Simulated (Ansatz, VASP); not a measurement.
W16F in VASP and in Ansatz

```
W F
1.0
     6.32000    0.00000    0.00000
     0.00000    6.32000    0.00000
     0.00000    0.00000    6.32000
W F
16 1
Direct
  0.00056 0.00019 0.00207
  0.49852 0.00019 0.00208
  0.00443 0.50020 0.00461
  0.02847 0.00019 0.47923
  0.24954 0.25507 0.24525
  0.49468 0.50020 0.00458
  0.47047 0.00018 0.47907
  0.74955 0.25122 0.24776
  0.00053 0.50018 0.49852
  0.24954 0.74531 0.24524
  0.24957 0.25119 0.75135
  0.49855 0.50018 0.49849
  0.74955 0.74918 0.24777
  0.74957 0.27922 0.77073
  0.24957 0.74921 0.75133
  0.74957 0.72124 0.77066
  0.74942 0.00025 0.62491
```

Alike in both runs: functional PBE; dispersion D3(BJ); k mesh 3 × 3 × 3; occupations fermi-dirac, width 0.05 eV; no spin polarisation.

Ansatz relaxed the structure, and its values are those at the end. VASP's run is a single point on that final structure, the one shown.

```csv
,VASP,Ansatz
version,VASP 6.6.1,Ansatz 0.2.0
potentials or method,"VASP PAW PBE potentials, release 64 (W_sv, F), cutoff 520 eV","scalar-relativistic, plane waves, PAW"
valence electrons in the cell,231,231
```

VASP gave:

- rms of the force components (eV/Å): 0.038

What did Ansatz give for the same quantities?

rms of the force components (eV/Å): 0.010.

Spin-orbit coupling is off throughout.
